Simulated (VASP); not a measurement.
# Be in VASP: a series of runs

Be is run at these levels: PBE; tasks: single point.

Everything below comes from runs of VASP 6.6.1. Logs are shortened: lines on timing, memory, paths and dates and some standing lists are left out, and cuts for length are marked.

## 1. The cell of the first run

The cell holds a cluster in a box, 1 atom: a = 8.000 Å, b = 8.300 Å, c = 8.600 Å, α = 90.00°, β = 90.00°, γ = 90.00°.

## 2. Single point, PBE

Input file INCAR:

```
SYSTEM = Be
PREC     = Accurate       ! precision mode
ENCUT    = 520            ! plane-wave cutoff, eV
EDIFF    = 1E-6           ! SCF threshold, eV
ISMEAR   = -1             ! smearing method
SIGMA    = 0.1            ! smearing width, eV
LREAL    = .FALSE.        ! projectors in reciprocal space
LASPH    = .TRUE.         ! aspherical terms in the spheres
NELM     = 120            ! most SCF steps
ALGO     = Normal         ! electronic algorithm
ISIF     = 2              ! what is computed and relaxed
LWAVE    = .FALSE.        ! write WAVECAR
LCHARG   = .TRUE.         ! write CHGCAR
GGA      = PE             ! functional
LELF     = .TRUE.         ! ELF
LVHAR    = .TRUE.       
NBANDS   = 7              ! bands
GGA_COMPAT= .FALSE.
```

Input file KPOINTS:

```
regular mesh
0
G
  1 1 1
  0 0 0
```

Input file POSCAR:

```
Be
1.0
    8.0000000000      0.0000000000      0.0000000000
    0.0000000000      8.3000000000      0.0000000000
    0.0000000000      0.0000000000      8.6000000000
Be
1
Direct
    0.5027661800      0.5025635800      0.4992339100
```

Potentials or basis: VASP PAW PBE potentials, release 64 (Be).

Run with:

```
$ cat potpaw_PBE.64/Be/POTCAR > POTCAR
$ mpirun -np 1 vasp_gam > vasp.out
```

OUTCAR:

```text
SYSTEM = Be
   PREC = Accurate
   ENCUT = 520
   EDIFF = 1E-6
   ISMEAR = -1
   LREAL = .FALSE.
   LASPH = .TRUE.
   NELM = 120
   ISIF = 2
   GGA = PE

 ion  position               nearest neighbor table
   1  0.503  0.503  0.499-

  LATTYP: Found a simple orthorhombic cell.
 ALAT       =     8.0000000000
 B/A-ratio  =     1.0375000000
 C/A-ratio  =     1.0750000000

  Lattice vectors:

 A1 = (   8.0000000000,   0.0000000000,   0.0000000000)
 A2 = (   0.0000000000,   8.3000000000,   0.0000000000)
 A3 = (   0.0000000000,   0.0000000000,   8.6000000000)

Analysis of symmetry for initial positions (statically):
=====================================================================
 Subroutine PRICEL returns:
 Original cell was already a primitive cell.

 Routine SETGRP: Setting up the symmetry group for a
 simple orthorhombic supercell.

 Subroutine GETGRP returns: Found  8 space group operations
 (whereof  1 operations were pure point group operations)
 out of a pool of  8 trial point group operations.

The static configuration has the point symmetry C_1 .
 The point group associated with its full space group is D_2h.

Analysis of symmetry for dynamics (positions and initial velocities):
=====================================================================
 Subroutine PRICEL returns:
 Original cell was already a primitive cell.

 Routine SETGRP: Setting up the symmetry group for a
 simple orthorhombic supercell.

 Subroutine GETGRP returns: Found  8 space group operations
 (whereof  1 operations were pure point group operations)
 out of a pool of  8 trial point group operations.

The dynamic configuration has the point symmetry C_1 .
 The point group associated with its full space group is D_2h.

 Subroutine INISYM returns: Found  8 space group operations
 (whereof  1 operations are pure point group operations),
 and found     1 'primitive' translations

----------------------------------------------------------------------------------------

                                     Primitive cell

  volume of cell :     571.0400

  direct lattice vectors                    reciprocal lattice vectors
     8.000000000  0.000000000  0.000000000     0.125000000  0.000000000  0.000000000
     0.000000000  8.300000000  0.000000000     0.000000000  0.120481928  0.000000000
     0.000000000  0.000000000  8.600000000     0.000000000  0.000000000  0.116279070

  length of vectors
     8.000000000  8.300000000  8.600000000     0.125000000  0.120481928  0.116279070

  position of ions in fractional coordinates (direct lattice)
     0.502766180  0.502563580  0.499233910

  ion indices of the primitive-cell ions
   primitive index   ion index
                 1           1

----------------------------------------------------------------------------------------

 KPOINTS: regular mesh

Automatic generation of k-mesh.
 Grid dimensions read from file:
 generate k-points for:    1    1    1

 Generating k-lattice:

  Cartesian coordinates                     Fractional coordinates (reciprocal lattice)
     0.125000000  0.000000000  0.000000000     1.000000000  0.000000000  0.000000000
     0.000000000  0.120481928  0.000000000     0.000000000  1.000000000  0.000000000
     0.000000000  0.000000000  0.116279070     0.000000000  0.000000000  1.000000000

  Length of vectors
     0.125000000  0.120481928  0.116279070

  Shift w.r.t. Gamma in fractional coordinates (k-lattice)
     0.000000000  0.000000000  0.000000000

 Subroutine IBZKPT returns following result:
 ===========================================

 Found      1 irreducible k-points:

 Following reciprocal coordinates:
            Coordinates               Weight
  0.000000  0.000000  0.000000      1.000000
   k-points           NKPTS =      1   k-points in BZ     NKDIM =      1   number of bands    NBANDS=      7
   number of dos      NEDOS =    301   number of ions     NIONS =      1
   total plane-waves  NPLWV = 245760
   dimension x,y,z NGX =    60 NGY =   64 NGZ =   64
   dimension x,y,z NGXF=   120 NGYF=  128 NGZF=  128
   ions per type =               1
   NGX,Y,Z   is equivalent  to a cutoff of  12.47, 12.82, 12.37 a.u.
   NGXF,Y,Z  is equivalent  to a cutoff of  24.94, 25.64, 24.74 a.u.
 SYSTEM =  Be
   PREC   = accura    normal or accurate (medium, high low for compatibility)
   ISTART =      0    job   : 0-new  1-cont  2-samecut
   ICHARG =      2    charge: 1-file 2-atom 10-const
   ISPIN  =      1    spin polarized calculation?
   LNONCOLLINEAR =      F non collinear calculations
   LSORBIT =      F    spin-orbit coupling
   LASPH  =      T    aspherical Exc in radial PAW
   ENCUT  =  520.0 eV  38.22 Ry    6.18 a.u.  14.87 15.43 15.99*2*pi/ulx,y,z
   NELM   =    120;   NELMIN=  2; NELMDL= -5     # of ELM steps
   EDIFF  = 0.1E-05   stopping-criterion for ELM
   LREAL  =      F    real-space projection
   EDIFFG = 0.1E-04   stopping-criterion for IOM
   NSW    =      0    number of steps for IOM
   IBRION =     -1    ionic relax: 0-MD 1-quasi-New 2-CG
   NFREE  =      0    steps in history (QN), initial steepest desc. (CG)
   ISIF   =      2    stress and relaxation
   ISYM   =      2    0-nonsym 1-usesym 2-fastsym
   POTIM  = 0.5000    time-step for ionic-motion
   TEBEG  =    0.0;   TEEND  =   0.0 temperature during run
   PSTRESS=    0.0 pullay stress
   NELECT =       2.0000    total number of electrons
   NUPDOWN=      -1.0000    fix difference up-down
   EMIN   =  10.00;   EMAX   =-10.00  energy-range for DOS
   EFERMI =   0.00;   METHOD = LEGACY
   ISMEAR =    -1;   SIGMA  =   0.10  broadening in eV -4-tet -1-fermi 0-gaus
   EFERMI_NEDOS =   21; number of points for ismear=-14 and -15
   IALGO  =     38    algorithm
   IMIX   =      4    mixing-type and parameters
     AMIX     =   0.40;   BMIX     =  1.00
     AMIX_MAG =   1.60;   BMIX_MAG =  1.00
  volume/ion in A,a.u.               =     571.04      3853.57
  Fermi-wavevector in a.u.,A,eV,Ry     =   0.248616  0.469816  0.840976  0.061810
  Thomas-Fermi vector in A             =   1.063209
   LORBIT       =      0    0 simple, 1 ext, 2 COOP (PROOUT), +10 PAW based schemes
   GGA     = PE    functional components
   LHFCALC =     F    Hartree Fock is set to
   AEXX    =    0.0000 exact exchange contribution
   IVDW    =     0    specifies the selected vdW correction
   LEPSILON=     F    determine dielectric tensor
   LRPA    =     F    only Hartree local field effects (RPA)
 non-spin polarized calculation
  energy-cutoff  :      520.00
  volume of cell :      571.04
 maximum number of plane-waves:      7683
 NGX is ok and might be reduce to    60
   NGX = 29   NGY = 31   NGZ = 31

 number of electron       2.0000000 magnetization

 Free energy of the ion-electron system (eV)
  ---------------------------------------------------
  ext. energy  EPLUGINS =         0.00000000
  ---------------------------------------------------
  free energy    TOTEN  =        -0.05736977 eV

  energy without entropy =       -0.05736961  energy(sigma->0) =       -0.05736969

 E-fermi :  -3.6617     XC(G=0):  -1.3617

 val. band max:       -5.4298390612   @ k =   0.0000   0.0000   0.0000
 cond. band min:      -1.7975700000   @ k =   0.0000   0.0000   0.0000
 fundamental gap:      3.6322690612
 Fermi energy:        -3.6616869483

 k-point     1 :       0.0000    0.0000    0.0000
  band No.  band energies     occupation
      1      -5.4298      2.00000
      2      -1.7976      0.00000
      3      -1.7840      0.00000
      4      -1.7669      0.00000
      5      -0.3324      0.00000
      6       1.1734      0.00000
      7       1.2837      0.00000

------------------------ aborting loop because EDIFF is reached ----------------------------------------

  FORCE on cell =-STRESS in cart. coord.  units (eV):
  Direction    XX          YY          ZZ          XY          YZ          ZX
  --------------------------------------------------------------------------------------
  -------------------------------------------------------------------------------------
  Total       -0.0898565     -0.0645958     -0.0462892     -0.0000000      0.0000000      0.0000000
  in kB       -0.2521121     -0.1812377     -0.1298746     -0.0000000      0.0000000      0.0000000
  external PRESSURE =      -0.1877415 kB  Pullay stress =       0.0000000 kB

 VOLUME and BASIS-vectors are now :
 -----------------------------------------------------------------------------
  energy-cutoff  :      520.00
  volume of cell :      571.04
      direct lattice vectors                 reciprocal lattice vectors
     8.000000000  0.000000000  0.000000000     0.125000000  0.000000000  0.000000000
     0.000000000  8.300000000  0.000000000     0.000000000  0.120481928  0.000000000
     0.000000000  0.000000000  8.600000000     0.000000000  0.000000000  0.116279070

 POSITION                                       TOTAL-FORCE (eV/Angst)
 -----------------------------------------------------------------------------------
      4.02213      4.17128      4.29341         0.000000      0.000000      0.000000
 -----------------------------------------------------------------------------------
    total drift:                               -0.000000      0.000000      0.000000

  FREE ENERGIE OF THE ION-ELECTRON SYSTEM (eV)
  ---------------------------------------------------
  free  energy   TOTEN  =        -0.0573697706 eV

  energy  without entropy=       -0.0573696096  energy(sigma->0) =       -0.05736969
```

It took 20 s on 1 thread of Intel Xeon Platinum 8488C (Sapphire Rapids), shared host; peak memory 0.48 GiB.

What came out:

```
Free energy                     : -0.0574 eV
Gap between the frontier levels : 3.63 eV
```

## 3. Single point, PBE

Input file INCAR:

```
ALGO = Normal ; EDIFF = 1E-6
ENCUT = 520 ; GGA = PE
GGA_COMPAT = False ; ISIF = 2
ISMEAR = -1 ; LASPH = True
LCHARG = False ; LREAL = False
LWAVE = False ; NBANDS = 7
NELM = 120 ; PREC = Accurate
SIGMA = 0.1
```

Input file KPOINTS:

```
k-points
0
Gamma
  1 1 1
```

POSCAR is that of step 2.

Potentials or basis: VASP PAW PBE potentials, release 64 (Be).

Run with:

```
$ cat potpaw_PBE.64/Be/POTCAR > POTCAR
$ mpirun -np 1 vasp_gam > vasp.out
```

It took 16 s on 1 thread of Intel Xeon Platinum 8488C (Sapphire Rapids), shared host; peak memory 0.48 GiB.

Results (log left out):

* Free energy: -0.0574 eV
* Gap between the frontier levels: 3.63 eV

Levels at points of the mesh, in eV from the valence-band top:
```
           k point  band 1  band 2  band 3  band 4  band 5  band 6
(0.00, 0.00, 0.00)    0.00    3.63    3.65    3.66    5.10    6.60
```
